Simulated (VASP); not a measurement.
# BN (P6_3mc) in VASP: a series of runs

BN is run at these levels: LDA; tasks: single point.

All numbers are computed with VASP 6.6.1; they aren't measurements. Logs are shortened: lines on timing, memory, paths and dates and some standing lists are left out, and cuts for length are marked.

### Step 1. The cell of the first run

It takes space group P6_3mc (No. 186, hexagonal). Conventional cell: a = 2.502 Å, b = 2.502 Å, c = 4.142 Å, α = 90.00°, β = 90.00°, γ = 120.00°. Within 2.0 Å of B (site symmetry 3m) lie 4 N at 1.53 to 1.55 Å. N (site symmetry 3m) has 4 B at 1.53 to 1.55 Å within 2.0 Å.

### Step 2. Single point, LDA

Input file INCAR:

```
SYSTEM = BN
PREC = Accurate
ENCUT = 600
EDIFF = 1E-6
ISMEAR = 0
SIGMA = 0.01
LREAL = .FALSE.
LASPH = .TRUE.
NELM = 120
ALGO = Normal
ISIF = 2
LWAVE = .FALSE.
LCHARG = .TRUE.
GGA = CA
LELF = .TRUE.
LVHAR = .TRUE.
NBANDS = 16
GGA_COMPAT = .FALSE.
```

Input file KPOINTS:

```
Automatic mesh
0
G
  10 10 5
  0 0 0
```

Input file POSCAR:

```
BN
1.0
    2.5017255282      0.0000000000      0.0000000000
   -1.2508627641      2.1665574425      0.0000000000
    0.0000000000      0.0000000000      4.1422498000
B N
2 2
Direct
    0.6666666667      0.3333333333      0.0000000000
    0.3333333333      0.6666666667      0.5000000000
    0.6666666667      0.3333333333      0.3750000000
    0.3333333333      0.6666666667      0.8750000000
```

Potentials or basis: VASP PAW LDA potentials, release 64 (B, N).

The run is started by

```sh
cat potpaw_LDA.64/B/POTCAR potpaw_LDA.64/N/POTCAR > POTCAR
mpirun -np 1 vasp_std > vasp.out
```

OUTCAR:

```text
SYSTEM = BN
   PREC = Accurate
   ENCUT = 600
   EDIFF = 1E-6
   ISMEAR = 0
   LREAL = .FALSE.
   LASPH = .TRUE.
   NELM = 120
   ISIF = 2
   GGA = CA

 ion  position               nearest neighbor table
   1  0.667  0.333  0.000-   4 1.53   4 1.53   4 1.53   3 1.55
   2  0.333  0.667  0.500-   3 1.53   3 1.53   3 1.53   4 1.55
   3  0.667  0.333  0.375-   2 1.53   2 1.53   2 1.53   1 1.55
   4  0.333  0.667  0.875-   1 1.53   1 1.53   1 1.53   2 1.55

  LATTYP: Found a hexagonal cell.
 ALAT       =     2.5017255282
 C/A-ratio  =     1.6557570978

  Lattice vectors:

 A1 = (   2.5017255282,   0.0000000000,   0.0000000000)
 A2 = (  -1.2508627641,   2.1665574425,   0.0000000000)
 A3 = (   0.0000000000,   0.0000000000,   4.1422498000)

Analysis of symmetry for initial positions (statically):
=====================================================================
 Subroutine PRICEL returns:
 Original cell was already a primitive cell.

 Routine SETGRP: Setting up the symmetry group for a
 hexagonal supercell.

 Subroutine GETGRP returns: Found 12 space group operations
 (whereof  6 operations were pure point group operations)
 out of a pool of 24 trial point group operations.

The static configuration has the point symmetry C_3v.
 The point group associated with its full space group is C_6v.

Analysis of symmetry for dynamics (positions and initial velocities):
=====================================================================
 Subroutine PRICEL returns:
 Original cell was already a primitive cell.

 Routine SETGRP: Setting up the symmetry group for a
 hexagonal supercell.

 Subroutine GETGRP returns: Found 12 space group operations
 (whereof  6 operations were pure point group operations)
 out of a pool of 24 trial point group operations.

The dynamic configuration has the point symmetry C_3v.
 The point group associated with its full space group is C_6v.

 Subroutine INISYM returns: Found 12 space group operations
 (whereof  6 operations are pure point group operations),
 and found     1 'primitive' translations

----------------------------------------------------------------------------------------

                                     Primitive cell

  volume of cell :      22.4515

  direct lattice vectors                    reciprocal lattice vectors
     2.501725528  0.000000000  0.000000000     0.399724106  0.230780865  0.000000000
    -1.250862764  2.166557442  0.000000000     0.000000000  0.461561729  0.000000000
     0.000000000  0.000000000  4.142249800     0.000000000  0.000000000  0.241414702

  length of vectors
     2.501725528  2.501725166  4.142249800     0.461561663  0.461561729  0.241414702

  position of ions in fractional coordinates (direct lattice)
     0.666666667  0.333333333  0.000000000
     0.333333333  0.666666667  0.500000000
     0.666666667  0.333333333  0.375000000
     0.333333333  0.666666667  0.875000000

  ion indices of the primitive-cell ions
   primitive index   ion index
                 1           1
                 2           2
                 3           3
                 4           4

----------------------------------------------------------------------------------------

 KPOINTS: Automatic mesh

Automatic generation of k-mesh.
 Grid dimensions read from file:
 generate k-points for:   10   10    5

 Generating k-lattice:

  Cartesian coordinates                     Fractional coordinates (reciprocal lattice)
     0.039972411  0.023078086  0.000000000     0.100000000 -0.000000000  0.000000000
     0.000000000  0.046156173  0.000000000     0.000000000  0.100000000  0.000000000
     0.000000000  0.000000000  0.048282940     0.000000000  0.000000000  0.200000000

  Length of vectors
     0.046156166  0.046156173  0.048282940

  Shift w.r.t. Gamma in fractional coordinates (k-lattice)
     0.000000000  0.000000000  0.000000000

 Subroutine IBZKPT returns following result:
 ===========================================

 Found     42 irreducible k-points:

 Following reciprocal coordinates:
            Coordinates               Weight
  0.000000  0.000000  0.000000      1.000000
  0.100000 -0.000000  0.000000      6.000000
  0.200000 -0.000000  0.000000      6.000000
  0.300000 -0.000000  0.000000      6.000000
  0.400000  0.000000  0.000000      6.000000
  0.500000  0.000000  0.000000      3.000000
[... 16 lines left out ...]
  0.300000  0.100000  0.200000     24.000000
  0.400000  0.100000  0.200000     24.000000
 [... further k-points ...]
   k-points           NKPTS =     42   k-points in BZ     NKDIM =     42   number of bands    NBANDS=     16
   number of dos      NEDOS =    301   number of ions     NIONS =      4
   total plane-waves  NPLWV =  14400
   dimension x,y,z NGX =    20 NGY =   20 NGZ =   36
   dimension x,y,z NGXF=    40 NGYF=   40 NGZF=   72
   ions per type =               2   2
   NGX,Y,Z   is equivalent  to a cutoff of  13.29, 13.29, 14.45 a.u.
   NGXF,Y,Z  is equivalent  to a cutoff of  26.58, 26.58, 28.90 a.u.
 SYSTEM =  BN
   PREC   = accura    normal or accurate (medium, high low for compatibility)
   ISTART =      0    job   : 0-new  1-cont  2-samecut
   ICHARG =      2    charge: 1-file 2-atom 10-const
   ISPIN  =      1    spin polarized calculation?
   LNONCOLLINEAR =      F non collinear calculations
   LSORBIT =      F    spin-orbit coupling
   LASPH  =      T    aspherical Exc in radial PAW
   ENCUT  =  600.0 eV  44.10 Ry    6.64 a.u.   5.00  5.00  8.27*2*pi/ulx,y,z
   NELM   =    120;   NELMIN=  2; NELMDL= -5     # of ELM steps
   EDIFF  = 0.1E-05   stopping-criterion for ELM
   LREAL  =      F    real-space projection
   EDIFFG = 0.1E-04   stopping-criterion for IOM
   NSW    =      0    number of steps for IOM
   IBRION =     -1    ionic relax: 0-MD 1-quasi-New 2-CG
   NFREE  =      0    steps in history (QN), initial steepest desc. (CG)
   ISIF   =      2    stress and relaxation
   ISYM   =      2    0-nonsym 1-usesym 2-fastsym
   POTIM  = 0.5000    time-step for ionic-motion
   TEBEG  =    0.0;   TEEND  =   0.0 temperature during run
   PSTRESS=    0.0 pullay stress
   NELECT =      16.0000    total number of electrons
   NUPDOWN=      -1.0000    fix difference up-down
   EMIN   =  10.00;   EMAX   =-10.00  energy-range for DOS
   EFERMI =   0.00;   METHOD = LEGACY
   ISMEAR =     0;   SIGMA  =   0.01  broadening in eV -4-tet -1-fermi 0-gaus
   EFERMI_NEDOS =   21; number of points for ismear=-14 and -15
   IALGO  =     38    algorithm
   IMIX   =      4    mixing-type and parameters
     AMIX     =   0.40;   BMIX     =  1.00
     AMIX_MAG =   1.60;   BMIX_MAG =  1.00
  volume/ion in A,a.u.               =       5.61        37.88
  Fermi-wavevector in a.u.,A,eV,Ry     =   1.462288  2.763323 29.093131  2.138285
  Thomas-Fermi vector in A             =   2.578519
   LORBIT       =      0    0 simple, 1 ext, 2 COOP (PROOUT), +10 PAW based schemes
   GGA     = CA    functional components
   LHFCALC =     F    Hartree Fock is set to
   AEXX    =    0.0000 exact exchange contribution
   IVDW    =     0    specifies the selected vdW correction
   LEPSILON=     F    determine dielectric tensor
   LRPA    =     F    only Hartree local field effects (RPA)
 non-spin polarized calculation
 Gauss-broadening in eV      SIGMA  =   0.01
  energy-cutoff  :      600.00
  volume of cell :       22.45
 maximum number of plane-waves:       768
 NGX is ok and might be reduce to    20
   NGX =  9   NGY =  9   NGZ = 17

 number of electron      16.0000001 magnetization

 Free energy of the ion-electron system (eV)
  ---------------------------------------------------
  ext. energy  EPLUGINS =         0.00000000
  ---------------------------------------------------
  free energy    TOTEN  =       -38.73749306 eV

  energy without entropy =      -38.73749306  energy(sigma->0) =      -38.73749306

 E-fermi :   8.2853     XC(G=0): -13.3431

 val. band max:        8.2008105262   @ k =   0.0000   0.0000   0.0000
 cond. band min:      13.3099573654   @ k =   0.3000   0.3000   0.0000
 fundamental gap:      5.1091468391
 Fermi energy:         8.2852647887

 k-point     1 :       0.0000    0.0000    0.0000
  band No.  band energies     occupation
      1     -12.6384      2.00000
      2      -8.1870      2.00000
      3      -3.2307      2.00000
      4       5.9685      2.00000
      5       5.9685      2.00000
      6       7.9325      2.00000
[... 8 lines left out ...]
     15      20.3610      0.00000
     16      24.8249      0.00000

 k-point     2 :       0.1000   -0.0000    0.0000
  band No.  band energies     occupation
      1     -12.4112      2.00000
      2      -8.0100      2.00000
      3      -3.0075      2.00000
      4       4.9756      2.00000
      5       5.5455      2.00000
      6       7.3892      2.00000
[... 8 lines left out ...]
     15      21.0218      0.00000
     16      24.4527      0.00000

 k-point     3 :       0.2000   -0.0000    0.0000
  band No.  band energies     occupation
      1     -11.7387      2.00000
      2      -7.5140      2.00000
      3      -2.3505      2.00000
      4       2.7368      2.00000
      5       4.6402      2.00000
      6       5.4843      2.00000
[... 8 lines left out ...]
     15      22.6460      0.00000
     16      23.6615      0.00000

 k-point     4 :       0.3000   -0.0000    0.0000
  band No.  band energies     occupation
      1     -10.6570      2.00000
      2      -6.8570      2.00000
      3      -1.3214      2.00000
      4       0.3521      2.00000
      5       3.2583      2.00000
      6       3.7541      2.00000
[... 8 lines left out ...]
     15      24.5430      0.00000
     16      24.6993      0.00000

 k-point     5 :       0.4000    0.0000    0.0000
  band No.  band energies     occupation
      1      -9.2780      2.00000
      2      -6.5510      2.00000
      3      -1.3537      2.00000
      4       0.0263      2.00000
      5       1.2749      2.00000
      6       3.1508      2.00000
[... 8 lines left out ...]
     15      24.6612      0.00000
     16      26.0380      0.00000

 k-point     6 :       0.5000    0.0000    0.0000
  band No.  band energies     occupation
      1      -8.2380      2.00000
      2      -6.9666      2.00000
      3      -1.6212      2.00000
      4       0.1123      2.00000
      5       1.0238      2.00000
      6       2.9397      2.00000
[... 8 lines left out ...]
     15      25.0344      0.00000
     16      26.6011      0.00000
[... 267 lines left out ...]
 k-point    21 :       0.1000    0.1000    0.2000
  band No.  band energies     occupation
      1     -11.7165      2.00000
      2      -8.4818      2.00000
      3      -1.3654      2.00000
      4       3.8327      2.00000
      5       4.6488      2.00000
      6       5.6933      2.00000
[... 8 lines left out ...]
     15      22.3673      0.00000
     16      23.8907      0.00000

 k-point    22 :       0.2000    0.1000    0.2000
  band No.  band energies     occupation
      1     -10.8456      2.00000
      2      -7.7935      2.00000
      3      -0.7567      2.00000
      4       1.8511      2.00000
      5       3.1317      2.00000
      6       4.2154      2.00000
[... 8 lines left out ...]
     15      23.4183      0.00000
     16      24.2913      0.00000

 k-point    23 :       0.3000    0.1000    0.2000
  band No.  band energies     occupation
      1      -9.6201      2.00000
      2      -7.0209      2.00000
      3      -1.0286      2.00000
      4       0.8628      2.00000
      5       1.5358      2.00000
      6       3.0360      2.00000
[... 8 lines left out ...]
     15      24.4400      0.00000
     16      25.2027      0.00000

 k-point    24 :       0.4000    0.1000    0.2000
  band No.  band energies     occupation
      1      -8.2907      2.00000
      2      -6.8073      2.00000
      3      -1.9462      2.00000
      4      -0.2704      2.00000
      5       1.7801      2.00000
      6       2.6901      2.00000
[... 8 lines left out ...]
     15      25.3196      0.00000
     16      25.9627      0.00000

 [... further k-points ...]

------------------------ aborting loop because EDIFF is reached ----------------------------------------

  FORCE on cell =-STRESS in cart. coord.  units (eV):
  Direction    XX          YY          ZZ          XY          YZ          ZX
  --------------------------------------------------------------------------------------
  -------------------------------------------------------------------------------------
  Total        1.6282406      1.6282399      1.5237471      0.0000000      0.0000000      0.0000000
  in kB      116.1938112    116.1937664    108.7369920      0.0000000      0.0000000      0.0000000
  external PRESSURE =     113.7081899 kB  Pullay stress =       0.0000000 kB

 VOLUME and BASIS-vectors are now :
 -----------------------------------------------------------------------------
  energy-cutoff  :      600.00
  volume of cell :       22.45
      direct lattice vectors                 reciprocal lattice vectors
     2.501725528  0.000000000  0.000000000     0.399724106  0.230780865  0.000000000
    -1.250862764  2.166557442  0.000000000     0.000000000  0.461561729  0.000000000
     0.000000000  0.000000000  4.142249800     0.000000000  0.000000000  0.241414702

 POSITION                                       TOTAL-FORCE (eV/Angst)
 -----------------------------------------------------------------------------------
      1.25086      0.72219      0.00000         0.000000      0.000000      0.089617
     -0.00000      1.44437      2.07112        -0.000000     -0.000000      0.089617
      1.25086      0.72219      1.55334        -0.000000     -0.000000     -0.089617
     -0.00000      1.44437      3.62447         0.000000      0.000000     -0.089617
 -----------------------------------------------------------------------------------
    total drift:                               -0.000000     -0.000000     -0.000551

  FREE ENERGIE OF THE ION-ELECTRON SYSTEM (eV)
  ---------------------------------------------------
  free  energy   TOTEN  =       -38.7374930590 eV

  energy  without entropy=      -38.7374930590  energy(sigma->0) =      -38.73749306
```

It took 14 s on 1 thread of Intel Xeon Platinum 8259CL at 2.50GHz (Skylake/Cascade Lake), shared host; peak memory 0.13 GiB.

Results:

* Free energy: -38.7375 eV
* Pressure: 11.4 GPa
* Largest force: 0.090 eV/Å
* Band gap on the k mesh: 5.11 eV (least direct gap 8.42 eV)

Forces in eV/Å, atoms in the order of the input:
```
B    0.000  0.000  0.090
B    0.000  0.000  0.090
N    0.000  0.000 -0.090
N    0.000  0.000 -0.090
```

Stress tensor (GPa, compression positive):
```
11.62  0.00  0.00
 0.00 11.62  0.00
 0.00  0.00 10.87
```

Caveat: the cell stands under pressure; an odd mesh through Γ misses points on the zone boundary, where band edges can lie.

### Step 3. Single point, LDA

This run uses another cell than the first one, of 5.85 Å³/atom.

Input file INCAR:

```
  PREC = Accurate
  ENCUT = 600
  EDIFF = 1E-6
  ISMEAR = 0
  SIGMA = 0.01
  LREAL = False
  LASPH = True
  NELM = 120
  ALGO = Normal
  ISIF = 2
  LWAVE = False
  LCHARG = False
  GGA = CA
  NBANDS = 16
  GGA_COMPAT = False
```

Input file KPOINTS:

```
regular mesh
0
Gamma
  10 10 5
```

Input file POSCAR:

```
BN
1.0
    2.5360000000      0.0000000000      0.0000000000
   -1.2680000000      2.1962400000      0.0000000000
    0.0000000000      0.0000000000      4.1990000000
B N
2 2
Direct
    0.6666666667      0.3333333333      0.0000000000
    0.3333333333      0.6666666667      0.5000000000
    0.6666666667      0.3333333333      0.3750000000
    0.3333333333      0.6666666667      0.8750000000
```

Potentials or basis: VASP PAW LDA potentials, release 64 (B, N).

The run is started by

```sh
cat potpaw_LDA.64/B/POTCAR potpaw_LDA.64/N/POTCAR > POTCAR
mpirun -np 1 vasp_std > vasp.out
```

Run time: 14 s. Hardware: 1 thread of Intel Xeon Platinum 8259CL at 2.50GHz (Skylake/Cascade Lake), shared host; peak memory 0.13 GiB.

Results (log left out):

```
Free energy            : -38.7558 eV
Pressure               : -5.5 GPa
Largest force          : 0.050 eV/Å
Band gap on the k mesh : 5.17 eV (least direct gap 8.22 eV)
```

Forces in eV/Å, atoms in the order of the input:
```
B    0.000  0.000  0.050
B    0.000  0.000  0.050
N    0.000  0.000 -0.050
N    0.000  0.000 -0.050
```

Stress tensor (GPa, compression positive):
```
-5.22  0.00  0.00
 0.00 -5.22  0.00
 0.00  0.00 -6.03
```

Levels at points of the mesh, in eV from the valence-band top:
```tsv
k point	band 5	band 6	band 7	band 8	band 9	band 10	band 11	band 12
(0.00, 0.00, 0.00)	-2.14	-0.25	0.00	0.00	8.30	8.30	8.51	9.76
(0.50, 0.00, 0.00)	-6.94	-5.05	-4.49	-2.15	6.67	7.85	10.57	11.54
```

Caveat: the cell stands under tension; an odd mesh through Γ misses points on the zone boundary, where band edges can lie.

[end of part 1 of 2]
